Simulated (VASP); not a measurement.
# Cu (Cmcm) in VASP: notebook

Runs on Cu. Level: PBEsol. Tasks: single point.

All numbers are computed with VASP 6.6.1; they aren't measurements. Logs are shortened: lines on timing, memory, paths and dates and some standing lists are left out, and cuts for length are marked.

### 1 The cell of the first run

The structure is orthorhombic, space group Cmcm (No. 63). The conventional cell has a = 2.437 Å, b = 7.953 Å, c = 2.451 Å, α = 90.00°, β = 90.00°, γ = 90.00°. Within 3.2 Å of Cu (site symmetry m2m) lie 10 Cu at 2.44 to 2.53 Å.

### 2 Single point, PBEsol

File INCAR:

```
SYSTEM = Cu
ALGO = Fast ; EDIFF = 1E-7
ENCUT = 520 ; GGA = PS
ISIF = 2 ; ISMEAR = -1
LASPH = .TRUE. ; LCHARG = .FALSE.
LREAL = .FALSE. ; LWAVE = .FALSE.
NBANDS = 18 ; NELM = 60
PREC = Accurate ; SIGMA = 0.05
```

File KPOINTS:

```
k-points
0
G
  9 9 9
  0 0 0
```

File POSCAR:

```
Cu
1.0
    1.2184636900     -3.9763780104      0.0000000000
    1.2184636900      3.9763780104      0.0000000000
    0.0000000000      0.0000000000      2.4507405683
Cu
2
Direct
    0.8661333500      0.1338666500      0.7500000000
    0.1338666500      0.8661333500      0.2500000000
```

Potentials or basis: VASP PAW PBE potentials, release 64 (Cu).

Command:

```
$ cat potpaw_PBE.64/Cu/POTCAR > POTCAR
$ mpirun -np 1 vasp_std > vasp.out
```

OUTCAR:

```text
SYSTEM = Cu
   EDIFF = 1E-7
   ENCUT = 520
   GGA = PS
   ISIF = 2
   ISMEAR = -1
   LASPH = .TRUE.
   LREAL = .FALSE.
   NELM = 60
   PREC = Accurate

 ion  position               nearest neighbor table
   1  0.866  0.134  0.750-   2 2.46   2 2.46   2 2.53   2 2.53   2 2.53   2 2.53
   2  0.134  0.866  0.250-   1 2.46   1 2.46   1 2.53   1 2.53   1 2.53   1 2.53

  LATTYP: Found a base centered orthorhombic cell.
 ALAT       =     2.4369273800
 B/A-ratio  =     3.2634357864
 C/A-ratio  =     1.0056682806

  Lattice vectors:

 A1 = (   1.2184636900,  -3.9763780104,   0.0000000000)
 A2 = (   1.2184636900,   3.9763780104,   0.0000000000)
 A3 = (   0.0000000000,   0.0000000000,   2.4507405683)

Analysis of symmetry for initial positions (statically):
=====================================================================
 Subroutine PRICEL returns:
 Original cell was already a primitive cell.

 Routine SETGRP: Setting up the symmetry group for a
 base centered orthorhombic supercell.

 Subroutine GETGRP returns: Found  8 space group operations
 (whereof  4 operations were pure point group operations)
 out of a pool of  8 trial point group operations.

The static configuration has the point symmetry C_2h.
 The point group associated with its full space group is D_2h.

Analysis of symmetry for dynamics (positions and initial velocities):
=====================================================================
 Subroutine PRICEL returns:
 Original cell was already a primitive cell.

 Routine SETGRP: Setting up the symmetry group for a
 base centered orthorhombic supercell.

 Subroutine GETGRP returns: Found  8 space group operations
 (whereof  4 operations were pure point group operations)
 out of a pool of  8 trial point group operations.

The dynamic configuration has the point symmetry C_2h.
 The point group associated with its full space group is D_2h.

 Subroutine INISYM returns: Found  8 space group operations
 (whereof  4 operations are pure point group operations),
 and found     1 'primitive' translations

----------------------------------------------------------------------------------------

                                     Primitive cell

  volume of cell :      23.7480

  direct lattice vectors                    reciprocal lattice vectors
     1.218463690 -3.976378010  0.000000000     0.410352811 -0.125742572  0.000000000
     1.218463690  3.976378010  0.000000000     0.410352811  0.125742572  0.000000000
[... 83 lines left out ...]
   ENCUT  =  520.0 eV  38.22 Ry    6.18 a.u.   7.73  7.73  4.56*2*pi/ulx,y,z
   NELM   =     60;   NELMIN=  2; NELMDL= -5     # of ELM steps
   EDIFF  = 0.1E-06   stopping-criterion for ELM
   LREAL  =      F    real-space projection
   EDIFFG = 0.1E-05   stopping-criterion for IOM
   NSW    =      0    number of steps for IOM
   IBRION =     -1    ionic relax: 0-MD 1-quasi-New 2-CG
   NFREE  =      0    steps in history (QN), initial steepest desc. (CG)
   ISIF   =      2    stress and relaxation
   ISYM   =      2    0-nonsym 1-usesym 2-fastsym
   POTIM  = 0.5000    time-step for ionic-motion
   TEBEG  =    0.0;   TEEND  =   0.0 temperature during run
   PSTRESS=    0.0 pullay stress
   NELECT =      22.0000    total number of electrons
   NUPDOWN=      -1.0000    fix difference up-down
   EMIN   =  10.00;   EMAX   =-10.00  energy-range for DOS
   EFERMI =   0.00;   METHOD = LEGACY
   ISMEAR =    -1;   SIGMA  =   0.05  broadening in eV -4-tet -1-fermi 0-gaus
   EFERMI_NEDOS =   21; number of points for ismear=-14 and -15
   IALGO  =     68    algorithm
   IMIX   =      4    mixing-type and parameters
     AMIX     =   0.40;   BMIX     =  1.00
     AMIX_MAG =   1.60;   BMIX_MAG =  1.00
  volume/ion in A,a.u.               =      11.87        80.13
  Fermi-wavevector in a.u.,A,eV,Ry     =   1.595903  3.015820 34.652771  2.546907
  Thomas-Fermi vector in A             =   2.693749
   LORBIT       =      0    0 simple, 1 ext, 2 COOP (PROOUT), +10 PAW based schemes
   GGA     = PS    functional components
   LHFCALC =     F    Hartree Fock is set to
   AEXX    =    0.0000 exact exchange contribution
   IVDW    =     0    specifies the selected vdW correction
   LEPSILON=     F    determine dielectric tensor
   LRPA    =     F    only Hartree local field effects (RPA)
 non-spin polarized calculation
 RMM-DIIS sequential band-by-band and
  energy-cutoff  :      520.00
  volume of cell :       23.75
 maximum number of plane-waves:       664
   NGX = 15   NGY = 15   NGZ =  9

 number of electron      21.9999990 magnetization

 Free energy of the ion-electron system (eV)
  ---------------------------------------------------
  ext. energy  EPLUGINS =         0.00000000
  ---------------------------------------------------
  free energy    TOTEN  =        -8.30492249 eV

  energy without entropy =       -8.30026148  energy(sigma->0) =       -8.30259199

 E-fermi :   7.3125     XC(G=0): -12.8412

 val. band max:        7.3078618653   @ k =   0.3333   0.3333   0.2222
 cond. band min:       7.3303218189   @ k =   0.4444   0.2222   0.3333
 fundamental gap:      0.0224599536
 Fermi energy:         7.3124632828

 k-point     1 :       0.0000    0.0000    0.0000
  band No.  band energies     occupation
      1      -2.0215      2.00000
      2       2.2929      2.00000
      3       3.0880      2.00000
      4       3.5702      2.00000
      5       4.3233      2.00000
      6       4.5137      2.00000
[... 481 lines left out ...]
      5       3.7996      2.00000
      6       4.6058      2.00000
[... 10 lines left out ...]
     17      26.6254      0.00000
     18      28.2867      0.00000

 [... further k-points ...]

------------------------ aborting loop because EDIFF is reached ----------------------------------------

  FORCE on cell =-STRESS in cart. coord.  units (eV):
  Direction    XX          YY          ZZ          XY          YZ          ZX
  --------------------------------------------------------------------------------------
  -------------------------------------------------------------------------------------
  Total        0.0152601     -0.0957225      0.4206843      0.0000000      0.0000000      0.0000000
  in kB        1.0295327     -6.4579819     28.3817614      0.0000000      0.0000000      0.0000000
  external PRESSURE =       7.6511041 kB  Pullay stress =       0.0000000 kB

 VOLUME and BASIS-vectors are now :
 -----------------------------------------------------------------------------
  energy-cutoff  :      520.00
  volume of cell :       23.75
      direct lattice vectors                 reciprocal lattice vectors
     1.218463690 -3.976378010  0.000000000     0.410352811 -0.125742572  0.000000000
     1.218463690  3.976378010  0.000000000     0.410352811  0.125742572  0.000000000
     0.000000000  0.000000000  2.450740568     0.000000000  0.000000000  0.408039926

 POSITION                                       TOTAL-FORCE (eV/Angst)
 -----------------------------------------------------------------------------------
      1.21846     -2.91177      1.83806         0.000000     -0.010065      0.000000
      1.21846      2.91177      0.61269         0.000000      0.010065     -0.000000
 -----------------------------------------------------------------------------------
    total drift:                                0.000000      0.000000      0.000000

  FREE ENERGIE OF THE ION-ELECTRON SYSTEM (eV)
  ---------------------------------------------------
  free  energy   TOTEN  =        -8.3049224945 eV

  energy  without entropy=       -8.3002614774  energy(sigma->0) =       -8.30259199
```

OSZICAR:

```text
N       E                     dE             d eps       ncg     rms          rms(c)
DAV:   1     0.122911884264E+03    0.12291E+03   -0.10493E+04  4788   0.217E+03
DAV:   2    -0.391296637060E+01   -0.12682E+03   -0.12031E+03  4508   0.287E+02
DAV:   3    -0.103107262588E+02   -0.63978E+01   -0.61297E+01  5074   0.877E+01
DAV:   4    -0.103812330278E+02   -0.70507E-01   -0.70459E-01  5332   0.101E+01
DAV:   5    -0.103821519310E+02   -0.91890E-03   -0.91886E-03  5540   0.984E-01    0.117E+01
RMM:   6    -0.910640583905E+01    0.12757E+01   -0.12115E+01  5251   0.617E+01    0.664E+00
RMM:   7    -0.832550627869E+01    0.78090E+00   -0.21539E+00  5198   0.272E+01    0.139E+00
RMM:   8    -0.830623967937E+01    0.19267E-01   -0.64101E-02  5455   0.251E+00    0.240E-01
RMM:   9    -0.830482901539E+01    0.14107E-02   -0.11920E-02  5566   0.188E+00    0.481E-02
RMM:  10    -0.830493886100E+01   -0.10985E-03   -0.23263E-03  5601   0.637E-01    0.849E-02
RMM:  11    -0.830490336198E+01    0.35499E-04   -0.80366E-04  5768   0.321E-01    0.282E-02
RMM:  12    -0.830491406290E+01   -0.10701E-04   -0.25398E-04  5860   0.241E-01    0.439E-03
RMM:  13    -0.830492391147E+01   -0.98486E-05   -0.10175E-04  6077   0.959E-02    0.155E-02
RMM:  14    -0.830492316641E+01    0.74506E-06   -0.24291E-05  5929   0.552E-02    0.774E-03
RMM:  15    -0.830492288262E+01    0.28379E-06   -0.51017E-06  5320   0.182E-02    0.516E-03
RMM:  16    -0.830492247315E+01    0.40947E-06   -0.15456E-06  5281   0.192E-02    0.143E-04
RMM:  17    -0.830492249446E+01   -0.21307E-07   -0.32667E-07  3598   0.554E-03
   1 F= -.83049225E+01 E0= -.83025920E+01  d E =-.466102E-02
```

It took 1.8 min on 1 thread of AMD EPYC 7R13, shared host; peak memory 0.14 GiB.

What came out:

```yaml
Free_energy: -8.3049 eV
Pressure: 0.8 GPa
Largest_force: 0.010 eV/Å
Band_gap_on_the_k_mesh: zero (bands 11 and 12 overlap by 5.15 eV)
```

Forces on the atoms (eV/Å):
```
Cu   0.000 -0.010  0.000
Cu   0.000  0.010  0.000
```

Caveat: the PAW data sets were made with another functional, which shifts forces and pressure a little.

[end of part 1 of 2]
